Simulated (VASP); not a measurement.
# ZrS (I4/mmm) in VASP: further runs

Runs on ZrS. Level: PBEsol. Tasks: single point.

Everything below comes from runs of VASP 6.6.1. Logs are shortened: lines on timing, memory, paths and dates and some standing lists are left out, and cuts for length are marked.

## (1) The cell of the first run

It takes space group I4/mmm (No. 139, tetragonal). The conventional cell has a = 3.493 Å, b = 3.493 Å, c = 5.929 Å, α = 90.00°, β = 90.00°, γ = 90.00°. Zr (site symmetry 4/mmm) has 6 S at 2.47 to 2.96 Å within 3.3 Å. Within 3.3 Å of S (site symmetry 4/mmm) lie 6 Zr at 2.47 to 2.96 Å.

## (2) Single point, PBEsol

INCAR

```
PREC     = Accurate       # precision mode
ENCUT    = 520            # plane-wave cutoff, eV
EDIFF    = 1E-6           # SCF threshold, eV
ISMEAR   = 0              # smearing method
SIGMA    = 0.15           # smearing width, eV
LREAL    = False          # projectors in reciprocal space
LASPH    = True           # aspherical terms in the spheres
NELM     = 80             # most SCF steps
ALGO     = Normal         # electronic algorithm
ISIF     = 2              # what is computed and relaxed
LWAVE    = False          # write WAVECAR
LCHARG   = False          # write CHGCAR
GGA      = PS             # functional
NBANDS   = 16             # bands
```

KPOINTS

```
regular mesh
0
Gamma
  18 18 18
```

POSCAR

```
ZrS
1.0
    0.0000000000      2.4702195758      2.9642634910
    2.4702195758      0.0000000000      2.9642634910
    2.4702195758      2.4702195758      0.0000000000
Zr S
1 1
Direct
    0.0000000000      0.0000000000      0.0000000000
    0.5000000000      0.5000000000      0.5000000000
```

Potentials or basis: VASP PAW PBE potentials, release 64 (Zr_sv, S).

Command:

```sh
> cat potpaw_PBE.64/Zr_sv/POTCAR potpaw_PBE.64/S/POTCAR > POTCAR
> mpirun -np 1 vasp_std > vasp.out
```

OUTCAR:

```text
PREC = Accurate
   ENCUT = 520
   EDIFF = 1E-6
   ISMEAR = 0
   LREAL = False
   LASPH = True
   NELM = 80
   ISIF = 2
   GGA = PS

 ion  position               nearest neighbor table
   1  0.000  0.000  0.000-   2 2.47   2 2.47   2 2.47   2 2.47   2 2.96   2 2.96
   2  0.500  0.500  0.500-   1 2.47   1 2.47   1 2.47   1 2.47   1 2.96   1 2.96

  LATTYP: Found a body centered tetragonal cell.
 ALAT       =     3.4934180261
 C/A-ratio  =     1.6970562749

  Lattice vectors:

 A1 = (  -2.4702195758,   0.0000000000,   2.9642634910)
 A2 = (   2.4702195758,   0.0000000000,   2.9642634910)
 A3 = (   0.0000000000,   2.4702195758,  -2.9642634910)

Analysis of symmetry for initial positions (statically):
=====================================================================
 Subroutine PRICEL returns:
 Original cell was already a primitive cell.

 Routine SETGRP: Setting up the symmetry group for a
 body centered tetragonal supercell.

 Subroutine GETGRP returns: Found 16 space group operations
 (whereof 16 operations were pure point group operations)
 out of a pool of 16 trial point group operations.

The static configuration has the point symmetry D_4h.

Analysis of symmetry for dynamics (positions and initial velocities):
=====================================================================
 Subroutine PRICEL returns:
 Original cell was already a primitive cell.

 Routine SETGRP: Setting up the symmetry group for a
 body centered tetragonal supercell.

 Subroutine GETGRP returns: Found 16 space group operations
 (whereof 16 operations were pure point group operations)
 out of a pool of 16 trial point group operations.

The dynamic configuration has the point symmetry D_4h.

 Subroutine INISYM returns: Found 16 space group operations
 (whereof 16 operations are pure point group operations),
 and found     1 'primitive' translations

----------------------------------------------------------------------------------------

                                     Primitive cell

  volume of cell :      36.1758

  direct lattice vectors                    reciprocal lattice vectors
     0.000000000  2.470219576  2.964263491    -0.202411156  0.202411156  0.168675963
     2.470219576  0.000000000  2.964263491     0.202411156 -0.202411156  0.168675963
     2.470219576  2.470219576  0.000000000     0.202411156  0.202411156 -0.168675963

  length of vectors
     3.858606328  3.858606328  3.493418026     0.332253116  0.332253116  0.332253116

  position of ions in fractional coordinates (direct lattice)
     0.000000000  0.000000000  0.000000000
     0.500000000  0.500000000  0.500000000

  ion indices of the primitive-cell ions
   primitive index   ion index
                 1           1
                 2           2

----------------------------------------------------------------------------------------

 KPOINTS: regular mesh

Automatic generation of k-mesh.
 Grid dimensions read from file:
 generate k-points for:   18   18   18

 Generating k-lattice:

  Cartesian coordinates                     Fractional coordinates (reciprocal lattice)
    -0.011245064  0.011245064  0.009370887     0.055555556  0.000000000  0.000000000
     0.011245064 -0.011245064  0.009370887     0.000000000  0.055555556  0.000000000
     0.011245064  0.011245064 -0.009370887     0.000000000  0.000000000  0.055555556

  Length of vectors
     0.018458506  0.018458506  0.018458506

  Shift w.r.t. Gamma in fractional coordinates (k-lattice)
     0.000000000  0.000000000  0.000000000

 Subroutine IBZKPT returns following result:
 ===========================================

 Found    480 irreducible k-points:

 Following reciprocal coordinates:
            Coordinates               Weight
  0.000000  0.000000  0.000000      1.000000
  0.055556  0.000000  0.000000      8.000000
  0.111111  0.000000  0.000000      8.000000
  0.166667  0.000000  0.000000      8.000000
  0.222222  0.000000  0.000000      8.000000
  0.277778  0.000000  0.000000      8.000000
[... 16 lines left out ...]
 -0.277778  0.055556  0.000000      8.000000
 -0.222222  0.055556  0.000000      8.000000
 [... further k-points ...]
   k-points           NKPTS =    480   k-points in BZ     NKDIM =    480   number of bands    NBANDS=     16
   number of dos      NEDOS =    301   number of ions     NIONS =      2
   total plane-waves  NPLWV =  25200
   dimension x,y,z NGX =    30 NGY =   30 NGZ =   28
   dimension x,y,z NGXF=    60 NGYF=   60 NGZF=   56
   ions per type =               1   1
   NGX,Y,Z   is equivalent  to a cutoff of  12.93, 12.93, 13.32 a.u.
   NGXF,Y,Z  is equivalent  to a cutoff of  25.85, 25.85, 26.65 a.u.
 SYSTEM =  unknown system
   PREC   = accura    normal or accurate (medium, high low for compatibility)
   ISTART =      0    job   : 0-new  1-cont  2-samecut
   ICHARG =      2    charge: 1-file 2-atom 10-const
   ISPIN  =      1    spin polarized calculation?
   LNONCOLLINEAR =      F non collinear calculations
   LSORBIT =      F    spin-orbit coupling
   LASPH  =      T    aspherical Exc in radial PAW
   ENCUT  =  520.0 eV  38.22 Ry    6.18 a.u.   7.17  7.17  6.50*2*pi/ulx,y,z
   NELM   =     80;   NELMIN=  2; NELMDL= -5     # of ELM steps
   EDIFF  = 0.1E-05   stopping-criterion for ELM
   LREAL  =      F    real-space projection
   EDIFFG = 0.1E-04   stopping-criterion for IOM
   NSW    =      0    number of steps for IOM
   IBRION =     -1    ionic relax: 0-MD 1-quasi-New 2-CG
   NFREE  =      0    steps in history (QN), initial steepest desc. (CG)
   ISIF   =      2    stress and relaxation
   ISYM   =      2    0-nonsym 1-usesym 2-fastsym
   POTIM  = 0.5000    time-step for ionic-motion
   TEBEG  =    0.0;   TEEND  =   0.0 temperature during run
   PSTRESS=    0.0 pullay stress
   NELECT =      18.0000    total number of electrons
   NUPDOWN=      -1.0000    fix difference up-down
   EMIN   =  10.00;   EMAX   =-10.00  energy-range for DOS
   EFERMI =   0.00;   METHOD = LEGACY
   ISMEAR =     0;   SIGMA  =   0.15  broadening in eV -4-tet -1-fermi 0-gaus
   EFERMI_NEDOS =   21; number of points for ismear=-14 and -15
   IALGO  =     38    algorithm
   IMIX   =      4    mixing-type and parameters
     AMIX     =   0.40;   BMIX     =  1.00
     AMIX_MAG =   1.60;   BMIX_MAG =  1.00
  volume/ion in A,a.u.               =      18.09       122.06
  Fermi-wavevector in a.u.,A,eV,Ry     =   1.297258  2.451462 22.896950  1.682878
  Thomas-Fermi vector in A             =   2.428662
   LORBIT       =      0    0 simple, 1 ext, 2 COOP (PROOUT), +10 PAW based schemes
   GGA     = PS    functional components
   LHFCALC =     F    Hartree Fock is set to
   AEXX    =    0.0000 exact exchange contribution
   IVDW    =     0    specifies the selected vdW correction
   LEPSILON=     F    determine dielectric tensor
   LRPA    =     F    only Hartree local field effects (RPA)
 non-spin polarized calculation
 Gauss-broadening in eV      SIGMA  =   0.15
  energy-cutoff  :      520.00
  volume of cell :       36.18
 maximum number of plane-waves:       995
 NGX is ok and might be reduce to    30

 number of electron      18.0000000 magnetization

 Free energy of the ion-electron system (eV)
  ---------------------------------------------------
  ext. energy  EPLUGINS =         0.00000000
  ---------------------------------------------------
  free energy    TOTEN  =       -16.01959730 eV

  energy without entropy =      -16.00397322  energy(sigma->0) =      -16.01178526

 E-fermi :  10.4697     XC(G=0): -11.4094

 val. band max:       10.4643617853   @ k =  -0.2222   0.1667   0.3889
 cond. band min:      10.4724268022   @ k =   0.3333   0.3333   0.0000
 fundamental gap:      0.0080650169
 Fermi energy:        10.4696943861

 k-point     1 :       0.0000    0.0000    0.0000
  band No.  band energies     occupation
      1     -39.2497      2.00000
      2     -17.3015      2.00000
      3     -17.3015      2.00000
      4     -17.2307      2.00000
      5      -5.3588      2.00000
      6       6.8057      2.00000
[... 8 lines left out ...]
     15      17.9573      0.00000
     16      22.5703      0.00000

 k-point     2 :       0.0556    0.0000    0.0000
  band No.  band energies     occupation
      1     -39.2488      2.00000
      2     -17.3146      2.00000
      3     -17.3009      2.00000
      4     -17.2331      2.00000
      5      -5.3144      2.00000
      6       6.6168      2.00000
[... 8 lines left out ...]
     15      18.0878      0.00000
     16      22.0108      0.00000

 k-point     3 :       0.1111    0.0000    0.0000
  band No.  band energies     occupation
      1     -39.2461      2.00000
      2     -17.3527      2.00000
      3     -17.2991      2.00000
      4     -17.2391      2.00000
      5      -5.1846      2.00000
      6       6.1292      2.00000
[... 8 lines left out ...]
     15      18.4144      0.00000
     16      21.0700      0.00000

 k-point     4 :       0.1667    0.0000    0.0000
  band No.  band energies     occupation
      1     -39.2419      2.00000
      2     -17.4113      2.00000
      3     -17.2964      2.00000
      4     -17.2473      2.00000
      5      -4.9797      2.00000
      6       5.4347      2.00000
[... 8 lines left out ...]
     15      18.6086      0.00000
     16      20.4292      0.00000
[... 324 lines left out ...]
 k-point    22 :      -0.3333    0.0556    0.0000
  band No.  band energies     occupation
      1     -39.2231      2.00000
      2     -17.6725      2.00000
      3     -17.2807      2.00000
      4     -17.2776      2.00000
      5      -3.9124      2.00000
      6       3.0321      2.00000
[... 8 lines left out ...]
     15      17.0438      0.00000
     16      19.1712      0.00000

 k-point    23 :      -0.2778    0.0556    0.0000
  band No.  band energies     occupation
      1     -39.2276      2.00000
      2     -17.6158      2.00000
      3     -17.2827      2.00000
      4     -17.2676      2.00000
      5      -4.1913      2.00000
      6       3.5651      2.00000
[... 8 lines left out ...]
     15      17.6648      0.00000
     16      19.8758      0.00000

 k-point    24 :      -0.2222    0.0556    0.0000
  band No.  band energies     occupation
      1     -39.2328      2.00000
      2     -17.5469      2.00000
      3     -17.2857      2.00000
      4     -17.2570      2.00000
      5      -4.4927      2.00000
      6       4.2065      2.00000
[... 8 lines left out ...]
     15      17.9567      0.00000
     16      20.3692      0.00000

 [... further k-points ...]
[... 5 lines left out ...]
  --------------------------------------------------------------------------------------
  -------------------------------------------------------------------------------------
  Total        3.2768579      3.2768579     -3.8376427      0.0000000      0.0000000     -0.0000000
  in kB      145.1276884    145.1276884   -169.9640987      0.0000000      0.0000000     -0.0000000
  external PRESSURE =      40.0970927 kB  Pullay stress =       0.0000000 kB

 VOLUME and BASIS-vectors are now :
 -----------------------------------------------------------------------------
  energy-cutoff  :      520.00
  volume of cell :       36.18
      direct lattice vectors                 reciprocal lattice vectors
     0.000000000  2.470219576  2.964263491    -0.202411156  0.202411156  0.168675963
     2.470219576  0.000000000  2.964263491     0.202411156 -0.202411156  0.168675963
     2.470219576  2.470219576  0.000000000     0.202411156  0.202411156 -0.168675963

 POSITION                                       TOTAL-FORCE (eV/Angst)
 -----------------------------------------------------------------------------------
      0.00000      0.00000      0.00000        -0.000000     -0.000000      0.000000
      2.47022      2.47022      2.96426         0.000000      0.000000      0.000000
 -----------------------------------------------------------------------------------
    total drift:                               -0.000000      0.000000      0.000000

  FREE ENERGIE OF THE ION-ELECTRON SYSTEM (eV)
  ---------------------------------------------------
  free  energy   TOTEN  =       -16.0195972972 eV

  energy  without entropy=      -16.0039732247  energy(sigma->0) =      -16.01178526
```

Wall time 3.9 min (1 thread of Intel Xeon Platinum 8259CL at 2.50GHz (Skylake/Cascade Lake), shared host); peak memory 0.38 GiB.

What came out:

| Item | Value |
| --- | --- |
| Free energy | -16.0196 eV |
| Pressure | 4.0 GPa |
| Band gap on the k mesh | zero (bands 9 and 10 overlap by 3.25 eV) |

Stress tensor (GPa, compression positive):
```
 14.51   0.00   0.00
  0.00  14.51   0.00
  0.00   0.00 -17.00
```

Levels at points of the mesh, in eV from the Fermi level:
```tsv
k point	band 6	band 7	band 8	band 9	band 10	band 11	band 12	band 13
(0.00, 0.00, 0.00)	-3.66	-3.27	-3.27	-2.49	-1.75	-0.56	-0.56	-0.36
(0.50, 0.00, 0.00)	-8.04	-6.14	-6.00	1.50	1.73	1.93	2.24	3.80
(0.50, 0.50, 0.00)	-6.64	-3.82	-3.82	-3.58	0.13	2.27	2.27	2.92
(0.50, 0.00, 0.50)	-5.73	-4.55	-4.44	-3.23	0.60	1.32	3.08	3.15
```

Caveat: the cell stands under pressure; the PAW data sets were made with another functional, which shifts forces and pressure a little.

## (3) Single point, PBEsol

This run uses another cell than the first one, of the same volume but with other edges.

Edit INCAR of step 2 so:

```diff
@@ -7,3 +7,3 @@
 LASPH    = True           # aspherical terms in the spheres
-NELM     = 80             # most SCF steps
+NELM     = 60             # most SCF steps
 ALGO     = Normal         # electronic algorithm
```

KPOINTS is that of step 2.

POSCAR

```
ZrS
1.0
    0.0000000000      2.8516601947      2.2242949519
    2.8516601947      0.0000000000      2.2242949519
    2.8516601947      2.8516601947      0.0000000000
Zr S
1 1
Direct
    0.0000000000      0.0000000000      0.0000000000
    0.5000000000      0.5000000000      0.5000000000
```

Potentials or basis: VASP PAW PBE potentials, release 64 (Zr_sv, S).

Command:

```sh
> cat potpaw_PBE.64/Zr_sv/POTCAR potpaw_PBE.64/S/POTCAR > POTCAR
> mpirun -np 1 vasp_std > vasp.out
```

Run time: 3.3 min. Hardware: 1 thread of Intel Xeon Platinum 8259CL at 2.50GHz (Skylake/Cascade Lake), shared host; peak memory 0.38 GiB.

It converged, with:

```yaml
Free_energy: -14.8627 eV
Pressure: 19.5 GPa
Band_gap_on_the_k_mesh: zero (bands 9 and 10 overlap by 3.33 eV)
```

Stress tensor (GPa, compression positive):
```
-15.33   0.00   0.00
  0.00 -15.33   0.00
  0.00   0.00  89.18
```

Levels at points of the mesh, in eV from the Fermi level:
```tsv
k point	band 6	band 7	band 8	band 9	band 10	band 11	band 12	band 13
(0.00, 0.00, 0.00)	-3.55	-3.55	-2.19	-2.03	-1.84	-1.84	-1.09	0.63
(0.50, 0.00, 0.00)	-7.89	-6.31	-6.07	1.20	1.84	2.54	3.03	4.52
(0.50, 0.50, 0.00)	-4.94	-4.94	-4.19	-3.25	1.72	1.73	1.73	3.60
(0.50, 0.00, 0.50)	-6.43	-3.96	-3.16	-2.95	-0.43	1.90	2.23	3.34
```

Caveat: the cell stands under pressure; the PAW data sets were made with another functional, which shifts forces and pressure a little.

## (4) Single point, PBEsol

This run uses another cell than the first one, of the same volume but with other edges.

INCAR

```
  PREC = Accurate
  ENCUT = 520
  EDIFF = 1E-6
  ISMEAR = 0
  SIGMA = 0.15
  LREAL = False
  LASPH = True
  NELM = 60
  ALGO = Normal
  ISIF = 2
  LWAVE = False
  LCHARG = False
  GGA = PS
  NBANDS = 16
```

KPOINTS

```
Automatic mesh
0
Gamma
  18 18 18
```

POSCAR

```
ZrS
1.0
    0.0000000000      2.4051833586      3.1267383661
    2.4051833586      0.0000000000      3.1267383661
    2.4051833586      2.4051833586      0.0000000000
Zr S
1 1
Direct
    0.0000000000      0.0000000000      0.0000000000
    0.5000000000      0.5000000000      0.5000000000
```

Command:

```sh
> cat potpaw_PBE.64/Zr_sv/POTCAR potpaw_PBE.64/S/POTCAR > POTCAR
> mpirun -np 1 vasp_std > vasp.out
```

Wall time 3.9 min (1 thread of Intel Xeon Platinum 8259CL at 2.50GHz (Skylake/Cascade Lake), shared host); peak memory 0.38 GiB.

Results (log left out):

```
Free energy            : -15.5664 eV
Pressure               : 13.7 GPa
Band gap on the k mesh : zero (bands 9 and 10 overlap by 3.85 eV)
```

Stress tensor (GPa, compression positive):
```
 28.39   0.00   0.00
  0.00  28.39   0.00
  0.00   0.00 -15.76
```

Levels at points of the mesh, in eV from the Fermi level:
```
           k point  band 6  band 7  band 8  band 9  band 10  band 11  band 12  band 13
(0.00, 0.00, 0.00)   -3.76   -3.11   -3.11   -2.94    -2.23    -0.26    -0.17    -0.17
(0.50, 0.00, 0.00)   -8.10   -6.29   -6.08    1.62     1.68     2.03     2.61     3.30
(0.50, 0.50, 0.00)   -6.65   -3.71   -3.51   -3.51     0.05     2.14     2.14     2.91
(0.50, 0.00, 0.50)   -5.42   -4.49   -4.34   -3.08     0.66     0.74     3.47     3.48
```

Caveat: the cell stands under pressure; the PAW data sets were made with another functional, which shifts forces and pressure a little.

## (5) Single point, PBEsol

This run uses another cell than the first one, of the same volume but with other edges.

INCAR

```
SYSTEM = ZrS
PREC = Accurate ; ENCUT = 520
EDIFF = 1E-6 ; ISMEAR = 0
SIGMA = 0.15 ; LREAL = .FALSE.
LASPH = .TRUE. ; NELM = 60
ALGO = Normal ; ISIF = 2
LWAVE = .FALSE. ; LCHARG = .FALSE.
GGA = PS ; NBANDS = 16
```

KPOINTS

```
Automatic mesh
0
G
  18 18 18
  0 0 0
```

POSCAR

```
ZrS
1.0
    0.0000000000      2.6989822721      2.4830636903
    2.6989822721      0.0000000000      2.4830636903
    2.6989822721      2.6989822721      0.0000000000
Zr S
1 1
Direct
    0.0000000000      0.0000000000      0.0000000000
    0.5000000000      0.5000000000      0.5000000000
```

Command:

```sh
> cat potpaw_PBE.64/Zr_sv/POTCAR potpaw_PBE.64/S/POTCAR > POTCAR
> mpirun -np 1 vasp_std > vasp.out
```

Wall time 3.2 min (1 thread of Intel Xeon Platinum 8259CL at 2.50GHz (Skylake/Cascade Lake), shared host); peak memory 0.38 GiB.

It converged, with:

* Free energy: -16.3430 eV
* Pressure: -3.6 GPa
* Band gap on the k mesh: zero (bands 9 and 10 overlap by 2.92 eV)

Stress tensor (GPa, compression positive):
```
-11.64   0.00   0.00
  0.00 -11.64   0.00
  0.00   0.00  12.56
```

Levels at points of the mesh, in eV from the Fermi level:
```
           k point  band 7  band 8  band 9  band 10  band 11  band 12
(0.00, 0.00, 0.00)   -3.55   -3.29   -1.59    -1.59    -0.84    -0.83
(0.50, 0.00, 0.00)   -6.01   -5.94    1.33     1.72     1.86     1.93
(0.50, 0.50, 0.00)   -4.67   -4.67   -3.40     0.82     2.27     2.27
(0.50, 0.00, 0.50)   -4.31   -4.20   -3.42     0.31     2.15     2.57
```

Caveat: the cell stands under tension; the PAW data sets were made with another functional, which shifts forces and pressure a little.

## (6) Summary

```tsv
cell	gap on the mesh (eV)	pressure (GPa)
a = 3.859, b = 3.859, c = 3.493 Å, angles 63.1, 63.1, 53.8°, 2 atoms	none	4.0
a = 3.617, b = 3.617, c = 4.033 Å, angles 56.1, 56.1, 67.8°, 2 atoms	none	19.5
a = 3.945, b = 3.945, c = 3.401 Å, angles 64.5, 64.5, 51.1°, 2 atoms	none	13.7
a = 3.667, b = 3.667, c = 3.817 Å, angles 58.6, 58.6, 62.7°, 2 atoms	none	-3.6
```

Alike in all rows: task single point; level PBEsol; potentials or basis VASP PAW PBE potentials, release 64 (Zr_sv, S); no spin polarisation; k mesh 18 × 18 × 18; cutoff (eV) 520; smearing gaussian 0.15 eV.

Caveats: the PAW data sets were made with another functional, which shifts forces and pressure a little; the cell stands under pressure (at least some runs); the cell stands under tension (at least some runs).

Total energies depend on the potentials used, so only differences within one code and one set of settings carry meaning.
